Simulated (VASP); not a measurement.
# AlNi (P4mm) in VASP: a series of runs

AlNi is run at these levels: PBEsol; tasks: single point.

Everything below comes from runs of VASP 6.6.1. Logs are shortened: lines on timing, memory, paths and dates and some standing lists are left out, and cuts for length are marked.

### Step 1. The cell of the first run

The structure is tetragonal, space group P4mm (No. 99). The conventional cell has a = 2.862 Å, b = 2.862 Å, c = 9.785 Å, α = 90.00°, β = 90.00°, γ = 90.00°. Al (site symmetry 4mm) has 8 Ni at 2.48 to 3.32 Å and 5 Al at 2.86 Å within 3.4 Å. Al (site symmetry 4mm) has 8 Ni at 2.48 Å and 6 Al at 2.86 Å within 3.3 Å. Al (site symmetry 4mm) has 8 Ni at 2.48 Å and 5 Al at 2.86 Å within 3.3 Å. Ni (site symmetry 4mm) has 8 Al at 2.48 to 3.32 Å and 5 Ni at 2.86 Å within 3.4 Å. Within 3.3 Å of Ni (site symmetry 4mm) lie 8 Al at 2.48 Å and 5 Ni at 2.86 Å. Ni (site symmetry 4mm) has 8 Al at 2.48 Å and 6 Ni at 2.86 Å within 3.3 Å.

### Step 2. Single point, PBEsol

INCAR

```
PREC = Accurate
ENCUT = 520
EDIFF = 1E-6
ISMEAR = 0
SIGMA = 0.15
LREAL = False
LASPH = True
NELM = 60
ALGO = Fast
ISIF = 2
LWAVE = False
LCHARG = False
GGA = PS
NBANDS = 28
```

KPOINTS

```
regular mesh
0
Gamma
  15 15 5
```

POSCAR

```
AlNi
1.0
    0.0000000000     -2.8618233747      0.0000000000
    0.0000000000      0.0000000000     -2.8618233747
    9.7854701242      0.0000000000      0.0000000000
Al Ni
3 3
Direct
    1.0000000000      0.0000000000      0.0731141003
    1.0000000000      0.0000000000      0.3655705013
    1.0000000000      0.0000000000      0.6580269023
    0.5000000000      0.5000000000      0.8042551028
    0.5000000000      0.5000000000      0.2193423008
    0.5000000000      0.5000000000      0.5117987018
```

Potentials or basis: VASP PAW PBE potentials, release 64 (Al, Ni).

Started as:

```bash
$ cat potpaw_PBE.64/Al/POTCAR potpaw_PBE.64/Ni/POTCAR > POTCAR
$ mpirun -np 1 vasp_std > vasp.out
```

OUTCAR:

```text
PREC = Accurate
   ENCUT = 520
   EDIFF = 1E-6
   ISMEAR = 0
   LREAL = False
   LASPH = True
   NELM = 60
   ISIF = 2
   GGA = PS

 ion  position               nearest neighbor table
   1  0.000  0.000  0.073-   5 2.48   5 2.48   5 2.48   5 2.48   2 2.86
   2  0.000  0.000  0.366-   5 2.48   6 2.48   5 2.48   6 2.48   5 2.48   6 2.48   5 2.48   6 2.48
                             1 2.86   3 2.86
   3  0.000  0.000  0.658-   4 2.48   4 2.48   4 2.48   4 2.48   6 2.48   6 2.48   6 2.48   6 2.48
                             2 2.86
   4  0.500  0.500  0.804-   3 2.48   3 2.48   3 2.48   3 2.48   6 2.86
   5  0.500  0.500  0.219-   1 2.48   2 2.48   1 2.48   2 2.48   1 2.48   2 2.48   1 2.48   2 2.48
                             6 2.86
   6  0.500  0.500  0.512-   2 2.48   2 2.48   2 2.48   2 2.48   3 2.48   3 2.48   3 2.48   3 2.48
                             5 2.86   4 2.86

  LATTYP: Found a simple tetragonal cell.
 ALAT       =     2.8618233747
 C/A-ratio  =     3.4193130892

  Lattice vectors:

 A1 = (   0.0000000000,  -2.8618233747,   0.0000000000)
 A2 = (   0.0000000000,   0.0000000000,  -2.8618233747)
 A3 = (   9.7854701242,   0.0000000000,   0.0000000000)

Analysis of symmetry for initial positions (statically):
=====================================================================
 Subroutine PRICEL returns:
 Original cell was already a primitive cell.

 Routine SETGRP: Setting up the symmetry group for a
 simple tetragonal supercell.

 Subroutine GETGRP returns: Found  8 space group operations
 (whereof  8 operations were pure point group operations)
 out of a pool of 16 trial point group operations.

The static configuration has the point symmetry C_4v.

Analysis of symmetry for dynamics (positions and initial velocities):
=====================================================================
 Subroutine PRICEL returns:
 Original cell was already a primitive cell.

 Routine SETGRP: Setting up the symmetry group for a
 simple tetragonal supercell.

 Subroutine GETGRP returns: Found  8 space group operations
 (whereof  8 operations were pure point group operations)
 out of a pool of 16 trial point group operations.

The dynamic configuration has the point symmetry C_4v.

 Subroutine INISYM returns: Found  8 space group operations
 (whereof  8 operations are pure point group operations),
 and found     1 'primitive' translations

----------------------------------------------------------------------------------------

                                     Primitive cell

  volume of cell :      80.1433

  direct lattice vectors                    reciprocal lattice vectors
     0.000000000 -2.861823375  0.000000000     0.000000000 -0.349427574  0.000000000
     0.000000000  0.000000000 -2.861823375     0.000000000  0.000000000 -0.349427574
     9.785470124  0.000000000  0.000000000     0.102192331  0.000000000  0.000000000

  length of vectors
     2.861823375  2.861823375  9.785470124     0.349427574  0.349427574  0.102192331

  position of ions in fractional coordinates (direct lattice)
     0.000000000  0.000000000  0.073114100
     0.000000000  0.000000000  0.365570501
     0.000000000  0.000000000  0.658026902
     0.500000000  0.500000000  0.804255103
     0.500000000  0.500000000  0.219342301
     0.500000000  0.500000000  0.511798702

  ion indices of the primitive-cell ions
   primitive index   ion index
                 1           1
                 2           2
                 3           3
                 4           4
                 5           5
                 6           6

----------------------------------------------------------------------------------------

 KPOINTS: regular mesh

Automatic generation of k-mesh.
 Grid dimensions read from file:
 generate k-points for:   15   15    5

 Generating k-lattice:

  Cartesian coordinates                     Fractional coordinates (reciprocal lattice)
     0.000000000 -0.023295172  0.000000000     0.066666667  0.000000000  0.000000000
     0.000000000  0.000000000 -0.023295172     0.000000000  0.066666667  0.000000000
     0.020438466  0.000000000  0.000000000     0.000000000  0.000000000  0.200000000

  Length of vectors
     0.023295172  0.023295172  0.020438466

  Shift w.r.t. Gamma in fractional coordinates (k-lattice)
     0.000000000  0.000000000  0.000000000

 Subroutine IBZKPT returns following result:
 ===========================================

 Found    108 irreducible k-points:

 Following reciprocal coordinates:
            Coordinates               Weight
  0.000000  0.000000  0.000000      1.000000
  0.066667  0.000000  0.000000      4.000000
  0.133333  0.000000  0.000000      4.000000
  0.200000  0.000000  0.000000      4.000000
  0.266667  0.000000  0.000000      4.000000
  0.333333  0.000000  0.000000      4.000000
[... 16 lines left out ...]
  0.266667  0.200000  0.000000      8.000000
  0.333333  0.200000  0.000000      8.000000
 [... further k-points ...]
   k-points           NKPTS =    108   k-points in BZ     NKDIM =    108   number of bands    NBANDS=     28
   number of dos      NEDOS =    301   number of ions     NIONS =      6
   total plane-waves  NPLWV =  46080
   dimension x,y,z NGX =    24 NGY =   24 NGZ =   80
   dimension x,y,z NGXF=    48 NGYF=   48 NGZF=  160
   ions per type =               3   3
   NGX,Y,Z   is equivalent  to a cutoff of  13.94, 13.94, 13.59 a.u.
   NGXF,Y,Z  is equivalent  to a cutoff of  27.88, 27.88, 27.18 a.u.
 SYSTEM =  unknown system
   PREC   = accura    normal or accurate (medium, high low for compatibility)
   ISTART =      0    job   : 0-new  1-cont  2-samecut
   ICHARG =      2    charge: 1-file 2-atom 10-const
   ISPIN  =      1    spin polarized calculation?
   LNONCOLLINEAR =      F non collinear calculations
   LSORBIT =      F    spin-orbit coupling
   LASPH  =      T    aspherical Exc in radial PAW
   ENCUT  =  520.0 eV  38.22 Ry    6.18 a.u.   5.32  5.32 18.19*2*pi/ulx,y,z
   NELM   =     60;   NELMIN=  2; NELMDL= -5     # of ELM steps
   EDIFF  = 0.1E-05   stopping-criterion for ELM
   LREAL  =      F    real-space projection
   EDIFFG = 0.1E-04   stopping-criterion for IOM
   NSW    =      0    number of steps for IOM
   IBRION =     -1    ionic relax: 0-MD 1-quasi-New 2-CG
   NFREE  =      0    steps in history (QN), initial steepest desc. (CG)
   ISIF   =      2    stress and relaxation
   ISYM   =      2    0-nonsym 1-usesym 2-fastsym
   POTIM  = 0.5000    time-step for ionic-motion
   TEBEG  =    0.0;   TEEND  =   0.0 temperature during run
   PSTRESS=    0.0 pullay stress
   NELECT =      39.0000    total number of electrons
   NUPDOWN=      -1.0000    fix difference up-down
   EMIN   =  10.00;   EMAX   =-10.00  energy-range for DOS
   EFERMI =   0.00;   METHOD = LEGACY
   ISMEAR =     0;   SIGMA  =   0.15  broadening in eV -4-tet -1-fermi 0-gaus
   EFERMI_NEDOS =   21; number of points for ismear=-14 and -15
   IALGO  =     68    algorithm
   IMIX   =      4    mixing-type and parameters
     AMIX     =   0.40;   BMIX     =  1.00
     AMIX_MAG =   1.60;   BMIX_MAG =  1.00
  volume/ion in A,a.u.               =      13.36        90.14
  Fermi-wavevector in a.u.,A,eV,Ry     =   1.287678  2.433358 22.560017  1.658114
  Thomas-Fermi vector in A             =   2.419678
   LORBIT       =      0    0 simple, 1 ext, 2 COOP (PROOUT), +10 PAW based schemes
   GGA     = PS    functional components
   LHFCALC =     F    Hartree Fock is set to
   AEXX    =    0.0000 exact exchange contribution
   IVDW    =     0    specifies the selected vdW correction
   LEPSILON=     F    determine dielectric tensor
   LRPA    =     F    only Hartree local field effects (RPA)
 non-spin polarized calculation
 RMM-DIIS sequential band-by-band and
 Gauss-broadening in eV      SIGMA  =   0.15
  energy-cutoff  :      520.00
  volume of cell :       80.14
 maximum number of plane-waves:      2184
 NGX is ok and might be reduce to    24
   NGX = 11   NGY = 11   NGZ = 37

 number of electron      39.0000016 magnetization

 Free energy of the ion-electron system (eV)
  ---------------------------------------------------
  ext. energy  EPLUGINS =         0.00000000
  ---------------------------------------------------
  free energy    TOTEN  =       -33.34554449 eV

  energy without entropy =      -33.31370702  energy(sigma->0) =      -33.32962575

 E-fermi :   8.4688     XC(G=0): -11.5540

 val. band max:        8.4619874057   @ k =   0.4000   0.1333   0.2000
 cond. band min:       8.4725481644   @ k =   0.4667   0.3333   0.0000
 fundamental gap:      0.0105607587
 Fermi energy:         8.4687859355

 k-point     1 :       0.0000    0.0000    0.0000
  band No.  band energies     occupation
      1      -2.4148      2.00000
      2      -0.9599      2.00000
      3       0.3755      2.00000
      4       3.4559      2.00000
      5       4.2768      2.00000
      6       5.1999      2.00000
[... 20 lines left out ...]
     27      16.6841      0.00000
     28      16.9477      0.00000

 k-point     2 :       0.0667    0.0000    0.0000
  band No.  band energies     occupation
      1      -2.3323      2.00000
      2      -0.8806      2.00000
      3       0.4485      2.00000
      4       3.5203      2.00000
      5       4.3199      2.00000
      6       5.2026      2.00000
[... 20 lines left out ...]
     27      16.2185      0.00000
     28      17.3187      0.00000

 k-point     3 :       0.1333    0.0000    0.0000
  band No.  band energies     occupation
      1      -2.0859      2.00000
      2      -0.6442      2.00000
      3       0.6651      2.00000
      4       3.7087      2.00000
      5       4.4414      2.00000
      6       5.1925      2.00000
[... 616 lines left out ...]
      3       2.0789      2.00000
      4       4.7463      2.00000
      5       4.9855      2.00000
      6       5.1358      2.00000
[... 20 lines left out ...]
     27      14.5354      0.00000
     28      15.2910      0.00000

 k-point    24 :       0.3333    0.2000    0.0000
  band No.  band energies     occupation
      1       0.2616      2.00000
      2       1.5554      2.00000
      3       2.6057      2.00000
      4       4.5632      2.00000
      5       4.9383      2.00000
      6       5.0786      2.00000
[... 20 lines left out ...]
     27      14.6829      0.00000
     28      14.9320      0.00000

 [... further k-points ...]

------------------------ aborting loop because EDIFF is reached ----------------------------------------

  FORCE on cell =-STRESS in cart. coord.  units (eV):
  Direction    XX          YY          ZZ          XY          YZ          ZX
  --------------------------------------------------------------------------------------
  -------------------------------------------------------------------------------------
  Total       -4.4625321     -3.0008945     -3.0008945      0.0000000      0.0000000      0.0000000
  in kB      -89.2122700    -59.9920859    -59.9920859      0.0000000      0.0000000      0.0000000
  external PRESSURE =     -69.7321473 kB  Pullay stress =       0.0000000 kB

 VOLUME and BASIS-vectors are now :
 -----------------------------------------------------------------------------
  energy-cutoff  :      520.00
  volume of cell :       80.14
      direct lattice vectors                 reciprocal lattice vectors
     0.000000000 -2.861823375  0.000000000     0.000000000 -0.349427574  0.000000000
     0.000000000  0.000000000 -2.861823375     0.000000000  0.000000000 -0.349427574
     9.785470124  0.000000000  0.000000000     0.102192331  0.000000000  0.000000000

 POSITION                                       TOTAL-FORCE (eV/Angst)
 -----------------------------------------------------------------------------------
      0.71546      0.00000      0.00000        -1.117983      0.000000     -0.000000
      3.57728      0.00000      0.00000         0.088469      0.000000     -0.000000
      6.43910      0.00000      0.00000         0.796041      0.000000     -0.000000
      7.87001     -1.43091     -1.43091         0.571447      0.000000     -0.000000
      2.14637     -1.43091     -1.43091        -0.207128      0.000000      0.000000
      5.00819     -1.43091     -1.43091        -0.130846     -0.000000     -0.000000
 -----------------------------------------------------------------------------------
    total drift:                                0.000620     -0.000000      0.000000

  FREE ENERGIE OF THE ION-ELECTRON SYSTEM (eV)
  ---------------------------------------------------
  free  energy   TOTEN  =       -33.3455444851 eV

  energy  without entropy=      -33.3137070175  energy(sigma->0) =      -33.32962575
```

Run time: 2.3 min. Hardware: 1 thread of Intel Xeon 6975P-C (Granite Rapids), shared host; peak memory 0.34 GiB.

What came out:

* Free energy: -33.3455 eV
* Pressure: -7.0 GPa
* Largest force: 1.118 eV/Å
* Band gap on the k mesh: zero (an odd number of electrons rules out a gap without spin polarisation)

Forces in eV/Å, atoms in the order of the input:
```
Al  -1.118  0.000  0.000
Al   0.088  0.000  0.000
Al   0.796  0.000  0.000
Ni   0.571  0.000  0.000
Ni  -0.207  0.000  0.000
Ni  -0.131  0.000  0.000
```

Stress tensor (GPa, compression positive):
```
-8.92  0.00  0.00
 0.00 -6.00  0.00
 0.00  0.00 -6.00
```

Levels at points of the mesh, in eV from the Fermi level:
```csv
k point,band 16,band 17,band 18,band 19,band 20,band 21,band 22,band 23
"(0.00, 0.00, 0.00)",-1.41,-1.08,-1.08,-0.70,-0.28,3.57,5.36,6.02
```

Caveat: the cell stands under tension; the PAW data sets were made with another functional, which shifts forces and pressure a little. Spin polarisation is off, so any magnetic state and its effect on volume and gap are missing.

(Part 1 of 2 ends here.)
